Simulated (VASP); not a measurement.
Set up this calculation in VASP 6.6.1, as the native input.

| Item | Value |
| --- | --- |
| Task | single point |
| Functional | PBEsol |
| Potentials or basis | VASP PAW PBE potentials, release 64 (Lu) |
| Cutoff | 520 eV |
| k mesh | 7 × 7 × 4 |
| Occupations | fermi-dirac, width 0.05 eV |
| Spin | no spin polarisation |
| Dipole correction | no |
| Further INCAR settings | ALGO = Normal; EDIFF = 1e-07; NBANDS = 32 |

The structure of Lu lies in POSCAR:

```
Lu
1.0
    3.5031000000      0.0000000000      0.0000000000
   -1.7515500000      3.0337735920      0.0000000000
    0.0000000000      0.0000000000      5.5509000000
Lu
2
Direct
    0.3720942052      0.7279313808      0.2500000000
    1.4612390306      0.2720684240      0.7500000000
```

These files were run (other wordings do the same):

INCAR

```
ALGO     = Normal         # electronic algorithm
EDIFF    = 1E-7           # SCF threshold, eV
ENCUT    = 520            # plane-wave cutoff, eV
GGA      = PS             # functional
ISIF     = 2              # what is computed and relaxed
ISMEAR   = -1             # smearing method
LASPH    = True           # aspherical terms in the spheres
LCHARG   = False          # write CHGCAR
LREAL    = False          # projectors in reciprocal space
LWAVE    = False          # write WAVECAR
NBANDS   = 32             # bands
NELM     = 60             # most SCF steps
PREC     = Accurate       # precision mode
SIGMA    = 0.05           # smearing width, eV
```

KPOINTS

```
k-points
0
Gamma
  7 7 4
```

Potentials or basis: VASP PAW PBE potentials, release 64 (Lu).

The run is started by

```bash
$ cat potpaw_PBE.64/Lu/POTCAR > POTCAR
$ mpirun -np 1 vasp_std > vasp.out
```

It gave:

```yaml
Pressure: -2.6 GPa
Largest_force: 0.437 eV/Å
Band_gap_on_the_k_mesh: zero (bands 25 and 26 overlap by 1.68 eV)
```

Caveat: the PAW data sets were made with another functional, which shifts forces and pressure a little; spin-orbit coupling is left out, which moves the levels of the heavy elements.

It took 2.2 min on 1 thread of Intel(R) Xeon(R) Platinum 8259CL CPU @ 2.50GHz (Skylake/Cascade Lake), on a shared host, peak memory 0.26 GiB.
